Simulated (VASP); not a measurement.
ZrC (lda):

```xyz
2
Lattice="0.0000 2.3502 2.3502 2.3502 0.0000 2.3502 2.3502 2.3502 0.0000" Properties=species:S:1:pos:R:3 pbc="T T T"
Zr    2.3502    2.3502    2.3502
C     0.0000    0.0000    0.0000
```

* Program: VASP 6.6.1
* Task: relaxation of cell and atoms
* Functional: LDA
* Potentials or basis: VASP PAW LDA potentials, release 64 (Zr_sv, C)
* Cutoff: 600 eV
* k mesh: 8 × 8 × 8
* Occupations: gaussian, width 0.1 eV
* Spin: no spin polarisation

At the start: pressure -8.2 GPa; volume 12.98 Å³/atom.

Q: How do energy, volume and symmetry change on relaxing?

A: Over 3 steps the energy falls by 11.9 meV/atom and the volume is 12.54 Å³/atom (-3.4 %); space group Fm-3m (No. 225, to 0.05 Å).

Step by step:
| step | energy change (eV) | largest force (eV/Å) | pressure (GPa) | volume (Å³) |
| --- | --- | --- | --- | --- |
| 1 | 0.0000 | 0.0000 | -8.17 | 25.96 |
| 2 | 0.0525 | 0.0000 | 17.19 | 23.55 |
| 3 | -0.0239 | 0.0000 | -0.16 | 25.07 |

Final structure:
```yaml
crystal:
  lattice:
    - [0.00000, 2.32296, 2.32296]
    - [2.32296, 0.00000, 2.32296]
    - [2.32296, 2.32296, 0.00000]
  atoms:
    - { symbol: Zr, position: [0.50000, 0.50000, 0.50000] }
    - { symbol: C, position: [0.00000, 0.00000, 0.00000] }
```
